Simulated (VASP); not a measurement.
Wanted: the native input for a VASP 6.6.1 run.

* Task: relaxation of cell and atoms
* Functional: PBE
* Potentials or basis: VASP PAW PBE potentials, release 64 (Si, B, Br)
* Cutoff: 600 eV
* k mesh: 6 × 6 × 4
* Occupations: gaussian, width 0.1 eV
* Spin: no spin polarisation
* Dipole correction: no
* Further INCAR settings: ALGO = Normal; EDIFF = 1e-06; IBRION = 2; EDIFFG = -0.04; NSW = 90; ISIF = 3

The structure of SiBBr lies in POSCAR:

```
SiBBr
1.0
    2.9361492500      0.0000000000      0.0000000000
    0.0000000000      2.9361492500      0.0000000000
    0.0000000000      0.0000000000      4.8611619800
Si B Br
1 1 1
Direct
    0.0000000000      0.0000000000      0.5000000000
    0.5000000000      0.5000000000      0.0000000000
    0.0000000000      0.0000000000      0.0000000000
```

One way to write it, as run:

INCAR

```
PREC = Accurate
ENCUT = 600
EDIFF = 1E-6
ISMEAR = 0
SIGMA = 0.1
LREAL = F
LASPH = T
NELM = 60
ALGO = Normal
ISIF = 3
LWAVE = F
LCHARG = F
GGA = PE
IBRION = 2
NSW = 90
EDIFFG = -0.04
```

KPOINTS

```
regular mesh
0
Gamma
  6 6 4
```

Potentials or basis: VASP PAW PBE potentials, release 64 (Si, B, Br).

Run with:

```console
$ cat potpaw_PBE.64/Si/POTCAR potpaw_PBE.64/B/POTCAR potpaw_PBE.64/Br/POTCAR > POTCAR
$ mpirun -np 1 vasp_std > vasp.out
```

It gave:

The relaxed volume is 20.94 Å³/atom and the relaxed cell is a = 3.357 Å, b = 3.357 Å, c = 5.572 Å, α = 90.00°, β = 90.00°, γ = 90.00°. The space group after relaxing (to 0.05 Å) is P4/mmm (No. 123) and the energy gained by relaxing is 310.9 meV/atom. The ionic steps are 13 and the pressure after relaxing is 0.0 GPa. The band gap on the k mesh is zero (band 7 reaches 6.28 eV, above the bottom of band 8 at 2.90 eV).

Caveat: the volume moved by over 15 % at a fixed basis, so the end points are rough.

Run time: 110 s on 1 thread of Oxide Virtual Turin-like Processor (shared host), peak memory 0.14 GiB.
